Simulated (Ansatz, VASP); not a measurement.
One calculation of Ru, two programs

INCAR

```
SYSTEM = Ru
PREC = Accurate
ENCUT = 500
EDIFF = 1E-6
ISMEAR = 0
SIGMA = 0.1
LREAL = .False.
LASPH = .True.
NELM = 120
ALGO = Normal
ISIF = 2
LWAVE = .False.
LCHARG = .False.
GGA = PE
NBANDS = 21
GGA_COMPAT = .False.
```

Contents of KPOINTS:

```
regular mesh
0
Gamma
  6 6 6
  0 0 0
```

The input POSCAR:

```
Ru
1.0
    0.0000000000      3.2849633478      3.2849633478
    3.2849633478      0.0000000000      3.2849633478
    3.2849633478      3.2849633478      0.0000000000
Ru
2
Direct
    0.2500000000      0.2500000000      0.2500000000
    0.0000000000      0.0000000000      0.0000000000
```

Input for Ansatz:

```yaml
crystal:
  lattice:
    - [0.0, 3.2849633478, 3.2849633478]
    - [3.2849633478, 0.0, 3.2849633478]
    - [3.2849633478, 3.2849633478, 0.0]
  atoms:
    - { symbol: Ru, position: [0.25, 0.25, 0.25] }
    - { symbol: Ru, position: [0.0, 0.0, 0.0] }
basis:
  ecutwfc: 420
kpoints:
  mp_grid: { grid: [6, 6, 6] }
hamiltonian:
  xc: pbe
scf:
  occupations: { method: gaussian, width: 0.1 }
output:
  forces: true
  stress: true
  eigenvalues: true
```

Alike in both runs: task single point; functional PBE; k mesh 6 × 6 × 6; occupations gaussian, width 0.1 eV; no spin polarisation.

|  | VASP | Ansatz |
| --- | --- | --- |
| version | VASP 6.6.1 | Ansatz 0.2.0 |
| potentials or method | VASP PAW PBE potentials, release 64 (Ru_pv), cutoff 500 eV | scalar-relativistic, plane waves, PAW |
| valence electrons in the cell | 28 | 32 |

|  | VASP | Ansatz | Ansatz less VASP |
| --- | --- | --- | --- |
| gap on the k mesh at the Fermi level (eV) | none | none | - |
| pressure (GPa) | -22.7 | -22.7 | -0.01 |

A gap of «none» marks a metal or a gap that the smearing closes. With one functional, cell and mesh, what is left measures potentials, basis and numerics. VASP's potentials hold 28 valence electrons a cell and Ansatz's 32, so a difference there can come from the potentials and not from the codes.
